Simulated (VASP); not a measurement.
Write the native input for VASP 6.6.1 that does the following.

- Task: relaxation of cell and atoms
- Functional: LDA
- Potentials or basis: VASP PAW LDA potentials, release 64 (V_sv, Si)
- Cutoff: 500 eV
- k mesh: 14 × 14 × 14
- Occupations: fermi-dirac, width 0.1 eV
- Spin: no spin polarisation
- Dipole correction: no
- Further INCAR settings: ALGO = Normal; EDIFF = 1e-07; IBRION = 2; EDIFFG = -0.005; NSW = 60; ISIF = 3

The structure of VSi (rocksalt type) lies in POSCAR:

```
VSi
1.0
    0.0000000000      2.4315819533      2.4315819533
    2.4315819533      0.0000000000      2.4315819533
    2.4315819533      2.4315819533      0.0000000000
V Si
1 1
Direct
    0.0000000000      0.0000000000      0.0000000000
    0.5000000000      0.5000000000      0.5000000000
```

The input as run:

INCAR

```
SYSTEM = VSi
PREC = Accurate
ENCUT = 500
EDIFF = 1E-7
ISMEAR = -1
SIGMA = 0.1
LREAL = .False.
LASPH = .True.
NELM = 120
ALGO = Normal
ISIF = 3
LWAVE = .False.
LCHARG = .False.
IBRION = 2
NSW = 60
EDIFFG = -0.005
GGA_COMPAT = .False.
NELMIN = 4
```

KPOINTS

```
Automatic mesh
0
Gamma
  14 14 14
  0 0 0
```

Potentials or basis: VASP PAW LDA potentials, release 64 (V_sv, Si).

Launch:

```sh
$ cat potpaw_LDA.64/V_sv/POTCAR potpaw_LDA.64/Si/POTCAR > POTCAR
$ mpirun -np 1 vasp_std > vasp.out
```

Results of the run:

The relaxed volume is 13.79 Å³/atom. The relaxed cell is a = 3.392 Å, b = 3.392 Å, c = 3.392 Å, α = 60.00°, β = 60.00°, γ = 60.00° and the space group after relaxing (to 0.1 Å) is Fm-3m (No. 225). The energy gained by relaxing is 11.4 meV/atom, the ionic steps are 6 and the pressure after relaxing is 0.0 GPa. The band gap on the k mesh is zero (an odd number of electrons rules out a gap without spin polarisation).

Run time: 74 s on 1 thread of Intel(R) Xeon(R) 6975P-C (Granite Rapids), with other jobs on the host, peak memory 0.18 GiB.
